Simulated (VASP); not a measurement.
# BN (P6_3mc) in VASP: a series of runs, part 2 of 2

VASP 6.6.1.

### Step 4. Single point, r2SCAN (strain +0.0100 x Voigt [1, 1, 0, 0, 0, 0])

Contents of POSCAR:

```
BN
1.0
    2.5794789977      0.0000000000      0.0000000000
   -1.2897394989      2.2338943405      0.0000000000
    0.0000000000      0.0000000000      4.2268550000
B N
2 2
Direct
    0.6666666667      0.3333333333      0.9997240000
    0.3333333333      0.6666666667      0.4997240000
    0.6666666667      0.3333333333      0.6252760000
    0.3333333333      0.6666666667      0.1252760000
```

Contents of INCAR.step1:

```
PREC = Accurate
ENCUT = 520
ISMEAR = 0
SIGMA = 0.05
LREAL = False
LASPH = True
NELM = 60
NBANDS = 16
GGA = PE
ALGO = Normal
EDIFF = 1E-4
LWAVE = True
LCHARG = False
```

Contents of INCAR.step2:

```
PREC = Accurate
ENCUT = 520
EDIFF = 1E-7
ISMEAR = 0
SIGMA = 0.05
LREAL = False
LASPH = True
NELM = 60
ALGO = Normal
ISIF = 2
LWAVE = False
LCHARG = False
METAGGA = R2SCAN
LMIXTAU = True
NBANDS = 16
ISTART = 1
```

Contents of KPOINTS:

```
Automatic mesh
0
Gamma
  12 12 6
```

Started as:

```
$ cat potpaw_PBE.64/B/POTCAR potpaw_PBE.64/N/POTCAR > POTCAR
$ cp INCAR.step1 INCAR
$ mpirun -np 1 vasp_std > vasp.out
$ cp INCAR.step2 INCAR
$ mpirun -np 1 vasp_std > vasp.out
```

It took 3.1 min on 1 thread of AMD EPYC 7R13, shared host; peak memory 0.12 GiB.

It converged, with:

* Free energy: -38.2397 eV
* Pressure: -10.9 GPa
* Largest force: 0.024 eV/Å
* Band gap on the k mesh: 5.78 eV, indirect (least direct gap 8.74 eV)

Forces on the atoms (eV/Å):
```
B    0.000  0.000  0.024
B    0.000  0.000  0.024
N    0.000  0.000 -0.024
N    0.000  0.000 -0.024
```

Stress tensor (GPa, compression positive):
```
-13.71   0.00   0.00
  0.00 -13.71   0.00
  0.00   0.00  -5.16
```

Levels at points of the mesh, in eV from the valence-band top:
| k point | band 5 | band 6 | band 7 | band 8 | band 9 | band 10 | band 11 | band 12 |
| --- | --- | --- | --- | --- | --- | --- | --- | --- |
| (0.00, 0.00, 0.00) | -2.21 | -0.24 | 0.00 | 0.00 | 8.85 | 8.85 | 9.43 | 9.62 |
| (0.50, 0.00, 0.00) | -7.04 | -5.08 | -4.40 | -2.09 | 7.07 | 8.55 | 11.13 | 11.85 |
| (0.00, 0.00, 0.50) | -1.22 | -1.22 | -1.22 | -1.22 | 9.79 | 9.79 | 10.45 | 10.45 |
| (0.50, 0.00, 0.50) | -3.81 | -3.81 | -3.58 | -3.58 | 7.09 | 7.09 | 10.55 | 10.55 |

Caveat: the cell differs from its parent crystal (strain +0.0100 x Voigt [1, 1, 0, 0, 0, 0]); the PAW data sets were made with another functional, which shifts forces and pressure a little.

### Step 5. Single point, r2SCAN (strain +0.0150 x Voigt [1, 1, 0, 0, 0, 0])

Edit POSCAR of step 4 so:

```diff
@@ -2,4 +2,4 @@
 1.0
-    2.5794789977      0.0000000000      0.0000000000
-   -1.2897394989      2.2338943405      0.0000000000
+    2.5922486957      0.0000000000      0.0000000000
+   -1.2961243479      2.2449532234      0.0000000000
     0.0000000000      0.0000000000      4.2268550000
```

Contents of INCAR.step1:

```
PREC     = Accurate       # precision mode
ENCUT    = 520            # plane-wave cutoff, eV
ISMEAR   = 0              # smearing method
SIGMA    = 0.05           # smearing width, eV
LREAL    = F              # projectors in reciprocal space
LASPH    = T              # aspherical terms in the spheres
NELM     = 60             # most SCF steps
NBANDS   = 16             # bands
GGA      = PE             # functional
ALGO     = Normal         # electronic algorithm
EDIFF    = 1E-4           # SCF threshold, eV
LWAVE    = T              # write WAVECAR
LCHARG   = F              # write CHGCAR
```

Contents of INCAR.step2:

```
PREC     = Accurate       # precision mode
ENCUT    = 520            # plane-wave cutoff, eV
EDIFF    = 1E-7           # SCF threshold, eV
ISMEAR   = 0              # smearing method
SIGMA    = 0.05           # smearing width, eV
LREAL    = F              # projectors in reciprocal space
LASPH    = T              # aspherical terms in the spheres
NELM     = 60             # most SCF steps
ALGO     = Normal         # electronic algorithm
ISIF     = 2              # what is computed and relaxed
LWAVE    = F              # write WAVECAR
LCHARG   = F              # write CHGCAR
METAGGA  = R2SCAN         # meta-GGA
LMIXTAU  = T            
NBANDS   = 16             # bands
ISTART   = 1
```

KPOINTS is that of step 4.

Potentials or basis: VASP PAW PBE potentials, release 64 (B, N).

Started as:

```
$ cat potpaw_PBE.64/B/POTCAR potpaw_PBE.64/N/POTCAR > POTCAR
$ cp INCAR.step1 INCAR
$ mpirun -np 1 vasp_std > vasp.out
$ cp INCAR.step2 INCAR
$ mpirun -np 1 vasp_std > vasp.out
```

OUTCAR:

```text
PREC = Accurate
   ENCUT = 520
   EDIFF = 1E-7
   ISMEAR = 0
   LREAL = F
   LASPH = T
   NELM = 60
   ISIF = 2
   METAGGA = R2SCAN
   ISTART = 1

 ion  position               nearest neighbor table
   1  0.667  0.333  1.000-   3 1.58   4 1.59   4 1.59   4 1.59
   2  0.333  0.667  0.500-   4 1.58   3 1.59   3 1.59   3 1.59
   3  0.667  0.333  0.625-   1 1.58   2 1.59   2 1.59   2 1.59
   4  0.333  0.667  0.125-   2 1.58   1 1.59   1 1.59   1 1.59

  LATTYP: Found a hexagonal cell.
[... 658 lines left out ...]
  Direction    XX          YY          ZZ          XY          YZ          ZX
  --------------------------------------------------------------------------------------
  -------------------------------------------------------------------------------------
  Total       -2.8348821     -2.8348821     -0.8675066      0.0000000      0.0000000     -0.0000000
  in kB     -184.6478605   -184.6478605    -56.5043732      0.0000000      0.0000000     -0.0000000
  external PRESSURE =    -141.9333648 kB  Pullay stress =       0.0000000 kB

 VOLUME and BASIS-vectors are now :
 -----------------------------------------------------------------------------
  energy-cutoff  :      520.00
  volume of cell :       24.60
      direct lattice vectors                 reciprocal lattice vectors
     2.592248696  0.000000000  0.000000000     0.385765456  0.222721790  0.000000000
    -1.296124348  2.244953223  0.000000000     0.000000000  0.445443580  0.000000000
     0.000000000  0.000000000  4.226855000     0.000000000  0.000000000  0.236582518

 POSITION                                       TOTAL-FORCE (eV/Angst)
 -----------------------------------------------------------------------------------
      1.29612      0.74832      4.22569         0.000000      0.000000      0.021203
     -0.00000      1.49664      2.11226        -0.000000      0.000000      0.021203
      1.29612      0.74832      2.64295         0.000000     -0.000000     -0.021203
     -0.00000      1.49664      0.52952        -0.000000      0.000000     -0.021203
 -----------------------------------------------------------------------------------
    total drift:                               -0.000000     -0.000000      0.002289

  FREE ENERGIE OF THE ION-ELECTRON SYSTEM (eV)
  ---------------------------------------------------
  free  energy   TOTEN  =       -38.2160232614 eV

  energy  without entropy=      -38.2160232614  energy(sigma->0) =      -38.21602326
```

OSZICAR.step1:

```text
N       E                     dE             d eps       ncg     rms          rms(c)
DAV:   1     0.380705032876E+02    0.38071E+02   -0.82689E+03  2440   0.970E+02
DAV:   2    -0.342685673273E+02   -0.72339E+02   -0.67161E+02  3536   0.226E+02
DAV:   3    -0.366213363685E+02   -0.23528E+01   -0.23450E+01  2792   0.367E+01
DAV:   4    -0.366274396647E+02   -0.61033E-02   -0.61028E-02  2912   0.214E+00
DAV:   5    -0.366274564546E+02   -0.16790E-04   -0.16790E-04  2584   0.105E-01    0.919E+00
DAV:   6    -0.349397608748E+02    0.16877E+01   -0.22044E+00  3088   0.135E+01    0.432E+00
DAV:   7    -0.348275586690E+02    0.11220E+00   -0.29396E-01  3040   0.436E+00    0.268E+00
DAV:   8    -0.348026632494E+02    0.24895E-01   -0.51741E-02  2800   0.182E+00    0.256E-01
DAV:   9    -0.348013747928E+02    0.12885E-02   -0.18535E-03  2808   0.512E-01    0.125E-01
DAV:  10    -0.348016644489E+02   -0.28966E-03   -0.51495E-04  2864   0.175E-01    0.255E-02
DAV:  11    -0.348016727614E+02   -0.83125E-05   -0.31408E-05  1480   0.575E-02
   1 F= -.34801673E+02 E0= -.34801673E+02  d E =-.142523E-17
```

Run time: 3.2 min. Hardware: 1 thread of AMD EPYC 7R13, shared host; peak memory 0.12 GiB.

Results:

- Free energy: -38.2160 eV
- Pressure: -14.2 GPa
- Largest force: 0.021 eV/Å
- Band gap on the k mesh: 5.81 eV, indirect (least direct gap 8.65 eV)

Forces on the atoms (eV/Å):
```
B    0.000  0.000  0.021
B    0.000  0.000  0.021
N    0.000  0.000 -0.021
N    0.000  0.000 -0.021
```

Levels at points of the mesh, in eV from the valence-band top:
```tsv
k point	band 6	band 7	band 8	band 9	band 10	band 11
(0.00, 0.00, 0.00)	-0.23	0.00	0.00	8.76	8.76	9.40
(0.50, 0.00, 0.00)	-5.06	-4.36	-2.05	6.98	8.55	11.04
(0.00, 0.00, 0.50)	-1.23	-1.23	-1.23	9.62	9.62	10.36
(0.50, 0.00, 0.50)	-3.79	-3.52	-3.52	7.06	7.06	10.51
```

Caveat: the cell differs from its parent crystal (strain +0.0150 x Voigt [1, 1, 0, 0, 0, 0]); the PAW data sets were made with another functional, which shifts forces and pressure a little. A k mesh can miss the band edges.

### Step 6. Single point, r2SCAN (strain +0.0175 x Voigt [1, 1, 0, 0, 0, 0])

Edit POSCAR of step 5 so:

```diff
@@ -2,4 +2,4 @@
 1.0
-    2.5922486957      0.0000000000      0.0000000000
-   -1.2961243479      2.2449532234      0.0000000000
+    2.5986335447      0.0000000000      0.0000000000
+   -1.2993167724      2.2504826648      0.0000000000
     0.0000000000      0.0000000000      4.2268550000
```

Contents of INCAR.step1:

```
PREC = Accurate
ENCUT = 520
ISMEAR = 0
SIGMA = 0.05
LREAL = False
LASPH = True
NELM = 80
NBANDS = 16
GGA = PE
ALGO = Normal
EDIFF = 1E-4
LWAVE = True
LCHARG = False
```

Contents of INCAR.step2:

```
PREC = Accurate
ENCUT = 520
EDIFF = 1E-7
ISMEAR = 0
SIGMA = 0.05
LREAL = False
LASPH = True
NELM = 80
ALGO = Normal
ISIF = 2
LWAVE = False
LCHARG = False
METAGGA = R2SCAN
LMIXTAU = True
NBANDS = 16
ISTART = 1
```

KPOINTS is that of step 5.

Potentials or basis: VASP PAW PBE potentials, release 64 (B, N).

Started as:

```
$ cat potpaw_PBE.64/B/POTCAR potpaw_PBE.64/N/POTCAR > POTCAR
$ cp INCAR.step1 INCAR
$ mpirun -np 1 vasp_std > vasp.out
$ cp INCAR.step2 INCAR
$ mpirun -np 1 vasp_std > vasp.out
```

Run time: 3.3 min. Hardware: 1 thread of AMD EPYC 7R13, shared host; peak memory 0.12 GiB.

It converged, with:

```
Free energy            : -38.2015 eV
Pressure               : -15.8 GPa
Largest force          : 0.019 eV/Å
Band gap on the k mesh : 5.82 eV, indirect (least direct gap 8.60 eV)
```

Forces on the atoms (eV/Å):
```
B    0.000  0.000  0.019
B    0.000  0.000  0.019
N    0.000  0.000 -0.019
N    0.000  0.000 -0.019
```

Stress tensor (GPa, compression positive):
```
-20.76   0.00   0.00
  0.00 -20.76   0.00
  0.00   0.00  -5.89
```

Levels at points of the mesh, in eV from the valence-band top:
```
           k point  band 5  band 6  band 7  band 8  band 9  band 10  band 11  band 12
(0.00, 0.00, 0.00)   -2.23   -0.22    0.00    0.00    8.72     8.72     9.29     9.58
(0.50, 0.00, 0.00)   -6.97   -5.05   -4.35   -2.03    6.94     8.55    11.00    11.68
(0.00, 0.00, 0.50)   -1.24   -1.24   -1.24   -1.24    9.54     9.54    10.32    10.32
(0.50, 0.00, 0.50)   -3.77   -3.77   -3.50   -3.50    7.04     7.04    10.49    10.49
```

Caveat: the cell differs from its parent crystal (strain +0.0175 x Voigt [1, 1, 0, 0, 0, 0]); the PAW data sets were made with another functional, which shifts forces and pressure a little. A k mesh can miss the band edges.

### Step 7. Overview

| cell | gap on the mesh (eV) | pressure (GPa) | largest force (eV/Å) |
| --- | --- | --- | --- |
| a = 2.516, b = 2.516, c = 4.227 Å, angles 90.0, 90.0, 120.0°, 4 atoms | 5.62 | 8.5 | 0.01 |
| a = 2.567, b = 2.567, c = 4.227 Å, angles 90.0, 90.0, 120.0°, 4 atoms | 5.75 | -7.4 | 0.02 |
| a = 2.579, b = 2.579, c = 4.227 Å, angles 90.0, 90.0, 120.0°, 4 atoms | 5.78 | -10.9 | 0.02 |
| a = 2.592, b = 2.592, c = 4.227 Å, angles 90.0, 90.0, 120.0°, 4 atoms | 5.81 | -14.2 | 0.02 |
| a = 2.599, b = 2.599, c = 4.227 Å, angles 90.0, 90.0, 120.0°, 4 atoms | 5.82 | -15.8 | 0.02 |

Alike in all rows: task single point; level r2SCAN; potentials or basis VASP PAW PBE potentials, release 64 (B, N); no spin polarisation; k mesh 12 × 12 × 6; cutoff (eV) 520; smearing gaussian 0.05 eV.

Caveats: the PAW data sets were made with another functional, which shifts forces and pressure a little.

Total energies depend on the potentials used, so only differences within one code and one set of settings carry meaning.
